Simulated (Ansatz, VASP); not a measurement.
# One calculation of Rh, two programs

```
CELL_PARAMETERS angstrom
2.45788 0.00000 0.00000
-1.22894 2.36510 0.00000
0.00000 0.00000 4.42849
ATOMIC_POSITIONS crystal
Rh 0.66667 0.33333 0.75000
Rh 0.33333 0.66667 0.25000
```

Change from the starting cell: strain -0.1000 x Voigt [1, 0, 0, 0, 0, 0], atoms carried along.

Alike in both runs: task single point; functional r2SCAN; k mesh 18 × 18 × 12; occupations gaussian, width 0.15 eV; no spin polarisation.

|  | VASP | Ansatz |
| --- | --- | --- |
| version | VASP 6.6.1 | Ansatz 0.2.0 |
| potentials or method | VASP PAW PBE potentials, release 64 (Rh_pv), cutoff 520 eV | scalar-relativistic, plane waves, PAW |
| valence electrons in the cell | 30 | 34 |

```tsv
	VASP	Ansatz	Ansatz less VASP
gap on the k mesh at the Fermi level (eV)	none	none	-
pressure (GPa)	28.4	26.7	-1.73
traceless stress, the component that is largest in VASP (GPa)	34.27	33.82	-0.450
rms of the force components (eV/Å)	0.168	0.164	-0.0040
```

VASP's potentials were made for PBE, not for r2SCAN. Atom by atom the forces differ by 0.004 eV/Å (rms over components). A gap of «none» marks a metal or a gap that the smearing closes. The functional is the same, so the differences come from potentials, cutoffs and numerics. VASP's potentials hold 30 valence electrons a cell and Ansatz's 34, so a difference there can come from the potentials and not from the codes.
